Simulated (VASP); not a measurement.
# Na3Sc in VASP: further runs

Runs on Na3Sc. Level: PBE. Tasks: single point, relaxation of cell and atoms.

All numbers are computed with VASP 6.6.1; they aren't measurements. Logs are shortened: lines on timing, memory, paths and dates and some standing lists are left out, and cuts for length are marked.

## Step 1: The cell of the first run

Symmetry: P4/mmm, No. 123, tetragonal system. Conventional cell: a = 4.285 Å, b = 4.285 Å, c = 4.241 Å, α = 90.00°, β = 90.00°, γ = 90.00°. Na (site symmetry mmm) has 8 Na at 3.01 to 3.03 Å and 4 Sc at 3.01 Å within 4.0 Å. Na (site symmetry 4/mmm) has 8 Na at 3.01 Å and 4 Sc at 3.03 Å within 4.0 Å. Sc (site symmetry 4/mmm) has 12 Na at 3.01 to 3.03 Å within 4.0 Å.

## Step 2: Single point, PBE

INCAR reads:

```
SYSTEM = Na3Sc
ALGO     = Normal         ! electronic algorithm
EDIFF    = 1E-6           ! SCF threshold, eV
ENCUT    = 520            ! plane-wave cutoff, eV
GGA      = PE             ! functional
ISIF     = 2              ! what is computed and relaxed
ISMEAR   = 0              ! smearing method
LASPH    = .TRUE.         ! aspherical terms in the spheres
LCHARG   = .FALSE.        ! write CHGCAR
LREAL    = .FALSE.        ! projectors in reciprocal space
LWAVE    = .FALSE.        ! write WAVECAR
NBANDS   = 24             ! bands
NELM     = 100            ! most SCF steps
PREC     = Accurate       ! precision mode
SIGMA    = 0.1            ! smearing width, eV
```

KPOINTS reads:

```
k-points
0
G
  4 4 4
  0 0 0
```

POSCAR reads:

```
Na3Sc
1.0
    4.2849415585      0.0000000000      0.0000000000
    0.0000000000      4.2849415585      0.0000000000
    0.0000000000      0.0000000000      4.2408983399
Na Sc
3 1
Direct
    0.0000000000      0.5000000000      0.5000000000
    0.5000000000      0.0000000000      0.5000000000
    0.5000000000      0.5000000000      0.0000000000
    0.0000000000      0.0000000000      0.0000000000
```

Potentials or basis: VASP PAW PBE potentials, release 64 (Na_pv, Sc_sv).

On the command line:

```console
> cat potpaw_PBE.64/Na_pv/POTCAR potpaw_PBE.64/Sc_sv/POTCAR > POTCAR
> mpirun -np 1 vasp_std > vasp.out
```

OUTCAR:

```text
SYSTEM = Na3Sc
   EDIFF = 1E-6
   ENCUT = 520
   GGA = PE
   ISIF = 2
   ISMEAR = 0
   LASPH = .TRUE.
   LREAL = .FALSE.
   NELM = 100
   PREC = Accurate

 ion  position               nearest neighbor table
   1  0.000  0.500  0.500-   4 3.01   4 3.01   4 3.01   4 3.01
   2  0.500  0.000  0.500-   4 3.01   4 3.01   4 3.01   4 3.01
   3  0.500  0.500  0.000-   4 3.03   4 3.03   4 3.03   4 3.03
   4  0.000  0.000  0.000-   1 3.01   2 3.01   1 3.01   2 3.01   1 3.01   1 3.01   2 3.01   2 3.01
                             3 3.03   3 3.03   3 3.03   3 3.03

  LATTYP: Found a simple tetragonal cell.
 ALAT       =     4.2849415585
 C/A-ratio  =     0.9897213957

  Lattice vectors:

 A1 = (   4.2849415585,   0.0000000000,   0.0000000000)
 A2 = (   0.0000000000,   4.2849415585,   0.0000000000)
 A3 = (   0.0000000000,   0.0000000000,   4.2408983399)

Analysis of symmetry for initial positions (statically):
=====================================================================
 Subroutine PRICEL returns:
 Original cell was already a primitive cell.

 Routine SETGRP: Setting up the symmetry group for a
 simple tetragonal supercell.

 Subroutine GETGRP returns: Found 16 space group operations
 (whereof 16 operations were pure point group operations)
 out of a pool of 16 trial point group operations.

The static configuration has the point symmetry D_4h.

Analysis of symmetry for dynamics (positions and initial velocities):
=====================================================================
 Subroutine PRICEL returns:
 Original cell was already a primitive cell.

 Routine SETGRP: Setting up the symmetry group for a
 simple tetragonal supercell.

 Subroutine GETGRP returns: Found 16 space group operations
 (whereof 16 operations were pure point group operations)
 out of a pool of 16 trial point group operations.

The dynamic configuration has the point symmetry D_4h.

 Subroutine INISYM returns: Found 16 space group operations
 (whereof 16 operations are pure point group operations),
 and found     1 'primitive' translations

----------------------------------------------------------------------------------------

                                     Primitive cell

  volume of cell :      77.8660

  direct lattice vectors                    reciprocal lattice vectors
[... 82 lines left out ...]
   ENCUT  =  520.0 eV  38.22 Ry    6.18 a.u.   7.97  7.97  7.89*2*pi/ulx,y,z
   NELM   =    100;   NELMIN=  2; NELMDL= -5     # of ELM steps
   EDIFF  = 0.1E-05   stopping-criterion for ELM
   LREAL  =      F    real-space projection
   EDIFFG = 0.1E-04   stopping-criterion for IOM
   NSW    =      0    number of steps for IOM
   IBRION =     -1    ionic relax: 0-MD 1-quasi-New 2-CG
   NFREE  =      0    steps in history (QN), initial steepest desc. (CG)
   ISIF   =      2    stress and relaxation
   ISYM   =      2    0-nonsym 1-usesym 2-fastsym
   POTIM  = 0.5000    time-step for ionic-motion
   TEBEG  =    0.0;   TEEND  =   0.0 temperature during run
   PSTRESS=    0.0 pullay stress
   NELECT =      32.0000    total number of electrons
   NUPDOWN=      -1.0000    fix difference up-down
   EMIN   =  10.00;   EMAX   =-10.00  energy-range for DOS
   EFERMI =   0.00;   METHOD = LEGACY
   ISMEAR =     0;   SIGMA  =   0.10  broadening in eV -4-tet -1-fermi 0-gaus
   EFERMI_NEDOS =   21; number of points for ismear=-14 and -15
   IALGO  =     38    algorithm
   IMIX   =      4    mixing-type and parameters
     AMIX     =   0.40;   BMIX     =  1.00
     AMIX_MAG =   1.60;   BMIX_MAG =  1.00
  volume/ion in A,a.u.               =      19.47       131.37
  Fermi-wavevector in a.u.,A,eV,Ry     =   1.217145  2.300070 20.156237  1.481442
  Thomas-Fermi vector in A             =   2.352475
   LORBIT       =      0    0 simple, 1 ext, 2 COOP (PROOUT), +10 PAW based schemes
   GGA     = PE    functional components
   LHFCALC =     F    Hartree Fock is set to
   AEXX    =    0.0000 exact exchange contribution
   IVDW    =     0    specifies the selected vdW correction
   LEPSILON=     F    determine dielectric tensor
   LRPA    =     F    only Hartree local field effects (RPA)
 non-spin polarized calculation
 Gauss-broadening in eV      SIGMA  =   0.10
  energy-cutoff  :      520.00
  volume of cell :       77.87
 maximum number of plane-waves:      2144
 NGX is ok and might be reduce to    32
   NGX = 15   NGY = 15   NGZ = 15

 number of electron      31.9999950 magnetization

 Free energy of the ion-electron system (eV)
  ---------------------------------------------------
  ext. energy  EPLUGINS =         0.00000000
  ---------------------------------------------------
  free energy    TOTEN  =        -6.66373567 eV

  energy without entropy =       -6.64391737  energy(sigma->0) =       -6.65382652

 E-fermi :   3.4563     XC(G=0):  -9.1274

 val. band max:        3.3845749718   @ k =   0.5000   0.0000   0.2500
 cond. band min:       3.4708332481   @ k =   0.2500   0.2500   0.2500
 fundamental gap:      0.0862582763
 Fermi energy:         3.4562529326

 k-point     1 :       0.0000    0.0000    0.0000
  band No.  band energies     occupation
      1     -46.4891      2.00000
      2     -25.1641      2.00000
      3     -25.1641      2.00000
      4     -25.1544      2.00000
      5     -20.9614      2.00000
      6     -20.9584      2.00000
[... 475 lines left out ...]
     23       5.3219      0.00000
     24       8.7202      0.00000

------------------------ aborting loop because EDIFF is reached ----------------------------------------

  FORCE on cell =-STRESS in cart. coord.  units (eV):
  Direction    XX          YY          ZZ          XY          YZ          ZX
  --------------------------------------------------------------------------------------
  -------------------------------------------------------------------------------------
  Total        8.5154348      8.5154348      8.5303114      0.0000000      0.0000000      0.0000000
  in kB      175.2143789    175.2143789    175.5204811      0.0000000      0.0000000      0.0000000
  external PRESSURE =     175.3164129 kB  Pullay stress =       0.0000000 kB

 VOLUME and BASIS-vectors are now :
 -----------------------------------------------------------------------------
  energy-cutoff  :      520.00
  volume of cell :       77.87
      direct lattice vectors                 reciprocal lattice vectors
     4.284941558  0.000000000  0.000000000     0.233375412  0.000000000  0.000000000
     0.000000000  4.284941558  0.000000000     0.000000000  0.233375412  0.000000000
     0.000000000  0.000000000  4.240898340     0.000000000  0.000000000  0.235799097

 POSITION                                       TOTAL-FORCE (eV/Angst)
 -----------------------------------------------------------------------------------
      0.00000      2.14247      2.12045         0.000000      0.000000      0.000000
      2.14247      0.00000      2.12045         0.000000      0.000000      0.000000
      2.14247      2.14247      0.00000         0.000000      0.000000      0.000000
      0.00000      0.00000      0.00000         0.000000      0.000000      0.000000
 -----------------------------------------------------------------------------------
    total drift:                                0.000000     -0.000000     -0.000000

  FREE ENERGIE OF THE ION-ELECTRON SYSTEM (eV)
  ---------------------------------------------------
  free  energy   TOTEN  =        -6.6637356681 eV

  energy  without entropy=       -6.6439173710  energy(sigma->0) =       -6.65382652
```

OSZICAR:

```text
N       E                     dE             d eps       ncg     rms          rms(c)
DAV:   1     0.324765473200E+03    0.32477E+03   -0.16259E+04   880   0.160E+03
DAV:   2     0.987589093872E+01   -0.31489E+03   -0.30903E+03   864   0.474E+02
DAV:   3    -0.693862891516E+01   -0.16815E+02   -0.16361E+02  1112   0.128E+02
DAV:   4    -0.754323749283E+01   -0.60461E+00   -0.60331E+00  1040   0.274E+01
DAV:   5    -0.756644258417E+01   -0.23205E-01   -0.23203E-01  1280   0.515E+00    0.508E+00
DAV:   6    -0.672036569576E+01    0.84608E+00   -0.24011E+00  1216   0.130E+01    0.156E+00
DAV:   7    -0.668636911244E+01    0.33997E-01   -0.13010E-01  1200   0.294E+00    0.932E-01
DAV:   8    -0.666528529511E+01    0.21084E-01   -0.41747E-02  1176   0.169E+00    0.286E-01
DAV:   9    -0.666371867890E+01    0.15666E-02   -0.59760E-03  1200   0.880E-01    0.520E-02
DAV:  10    -0.666388773386E+01   -0.16905E-03   -0.49986E-04  1216   0.261E-01    0.807E-02
DAV:  11    -0.666374013916E+01    0.14759E-03   -0.59266E-04  1192   0.227E-01    0.134E-02
DAV:  12    -0.666373611621E+01    0.40229E-05   -0.29450E-05  1200   0.472E-02    0.177E-03
DAV:  13    -0.666373566805E+01    0.44816E-06   -0.83469E-07   832   0.970E-03
   1 F= -.66637357E+01 E0= -.66538265E+01  d E =-.198183E-01
```

stdout:

```text
POSCAR found type information on POSCAR NaSc
 POSCAR found :  2 types and       4 ions
 scaLAPACK will be used
 LDA part: xc-table for (Slater+PW92), standard interpolation
 POSCAR, INCAR and KPOINTS ok, starting setup
 FFT: planning ... GRIDC
 FFT: planning ... GRID_SOFT
 FFT: planning ... GRID
 WAVECAR not read
 entering main loop
```

Wall time 43 s (1 thread of Oxide Virtual Turin-like, shared host); peak memory 0.14 GiB.

Results:

```yaml
Free_energy: -6.6637 eV
Pressure: 17.5 GPa
Band_gap_on_the_k_mesh: zero (bands 16 and 17 overlap by 0.83 eV)
```

Caveat: the k points lie up to 0.37 Å⁻¹ apart, too coarse for converged energies and pressures of a metal.

(Continued in part 2 of 3.)

The gap in the log of VASP goes by the Fermi energy; the results here count the filled bands.